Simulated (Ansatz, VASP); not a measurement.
**V: VASP beside Ansatz**

File INCAR:

```
ALGO = Fast
EDIFF = 1E-6
ENCUT = 520
GGA = PS
ISIF = 2
ISMEAR = 0
LASPH = True
LCHARG = False
LREAL = False
LWAVE = False
NBANDS = 12
NELM = 100
PREC = Accurate
SIGMA = 0.15
```

KPOINTS

```
k-points
0
Gamma
  22 22 22
```

File POSCAR:

```
V
1.0
   -1.5130000000      1.5130000000      1.5356950000
    1.5130000000     -1.5130000000      1.5356950000
    1.5130000000      1.5130000000     -1.5356950000
V
1
Direct
    0.0000000000      0.0000000000      0.0000000000
```

Input for Ansatz:

```yaml
crystal:
  lattice:
    - [-1.513, 1.513, 1.535695]
    - [1.513, -1.513, 1.535695]
    - [1.513, 1.513, -1.535695]
  atoms:
    - { symbol: V, position: [0.0, 0.0, 0.0] }
basis:
  ecutwfc: 420
kpoints:
  mp_grid: { grid: [22, 22, 22] }
hamiltonian:
  xc: pbesol
scf:
  occupations: { method: gaussian, width: 0.15 }
output:
  forces: true
  stress: true
  eigenvalues: true
```

Change from the starting cell: strain +0.000 along x and y, +0.015 along z, atoms carried along.

Alike in both runs: task single point; functional PBEsol; k mesh 22 × 22 × 22; occupations gaussian, width 0.15 eV; no spin polarisation.

```csv
,VASP,Ansatz
version,VASP 6.6.1,Ansatz 0.2.0
potentials or method,"VASP PAW PBE potentials, release 64 (V_sv), cutoff 520 eV","scalar-relativistic, plane waves, PAW"
valence electrons in the cell,13,13
```

```tsv
	VASP	Ansatz	Ansatz less VASP
gap on the k mesh at the Fermi level (eV)	none	none	-
pressure (GPa)	-13.6	-13.8	-0.17
traceless stress, the component that is largest in VASP (GPa)	-1.10	-1.10	-0.005
```

VASP's potentials were made for PBE, not for PBEsol. A gap of «none» marks a metal or a gap that the smearing closes. With one functional, cell and mesh, what is left measures potentials, basis and numerics.
